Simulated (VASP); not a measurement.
Runs of VASP 6.6.1 on CoH. The structure is that of space group Fm-3m (No. 225), or close to it. The cells are those of the table. 

```tsv
cell	gap on the mesh (eV)	pressure (GPa)	moment (μB)
a = 2.624 Å, angles 60.0°, 2 atoms	none	(a)	1.17
a = 2.571 Å, angles 60.0°, 2 atoms	none	(c)	(d)
a = 2.553 Å, angles 60.0°, 2 atoms	none	8.2	1.08
a = 2.657 Å, angles 60.0°, 2 atoms	none	-17.0	1.22
a = 2.641 Å, angles 60.0°, 2 atoms	none	(b)	1.20
a = 2.589 Å, angles 60.0°, 2 atoms	none	-2.3	1.13
a = 2.606 Å, angles 60.0°, 2 atoms	none	-6.6	1.15
```

Alike in all rows: task single point; level PBEsol; potentials or basis VASP PAW PBE potentials, release 64 (Co, H); spin collinear, ferromagnetic start; k mesh 13 × 13 × 13; cutoff (eV) 520; smearing fermi-dirac 0.1 eV.

Q: Fill in the values left out.

A: (a) -10.5; (b) -14.0; (c) 2.7; (d) 1.11.

Caveats: the PAW data sets were made with another functional, which shifts forces and pressure a little; the cell stands under tension (at least some runs); the cell stands under pressure (at least some runs).

A gap of «none» marks levels without a gap at the run's occupations.
